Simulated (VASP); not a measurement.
Wanted: the native input for a VASP 6.6.1 run.

```
Task                   : relaxation of cell and atoms
Functional             : PBEsol
Potentials or basis    : VASP PAW PBE potentials, release 64 (Pt)
Cutoff                 : 600 eV
k mesh                 : 19 × 19 × 19
Occupations            : fermi-dirac, width 0.1 eV
Spin                   : no spin polarisation
Dipole correction      : no
Further INCAR settings : ALGO = Normal; EDIFF = 1e-07; IBRION = 2; EDIFFG = -0.03; NSW = 80; ISIF = 3
```

The structure of Pt lies in POSCAR:

```
Pt
1.0
   -1.5608663556      1.5608663556      1.5608663556
    1.5608663556     -1.5608663556      1.5608663556
    1.5608663556      1.5608663556     -1.5608663556
Pt
1
Direct
    0.0000000000      0.0000000000      0.0000000000
```

This isn't the form of Pt at room conditions, which is fcc.

The input as run:

INCAR

```
SYSTEM = Pt
PREC = Accurate
ENCUT = 600
EDIFF = 1E-7
ISMEAR = -1
SIGMA = 0.1
LREAL = .False.
LASPH = .True.
NELM = 100
ALGO = Normal
ISIF = 3
LWAVE = .False.
LCHARG = .False.
GGA = PS
IBRION = 2
NSW = 80
EDIFFG = -0.03
```

KPOINTS

```
Automatic mesh
0
Gamma
  19 19 19
  0 0 0
```

Potentials or basis: VASP PAW PBE potentials, release 64 (Pt).

Run with:

```console
$ cat potpaw_PBE.64/Pt/POTCAR > POTCAR
$ mpirun -np 1 vasp_std > vasp.out
```

Results of the run:

```
Pressure after relaxing : 0.0 GPa
Band gap on the k mesh  : zero (bands 5 and 6 overlap by 2.20 eV)
```

Caveat: the PAW data sets were made with another functional, which shifts forces and pressure a little; spin-orbit coupling is left out, which moves the levels of the heavy elements.

It took 20 s on 1 thread of AMD EPYC 9R45 96-Core Processor (Zen 5), with other jobs on the host, peak memory 0.14 GiB.
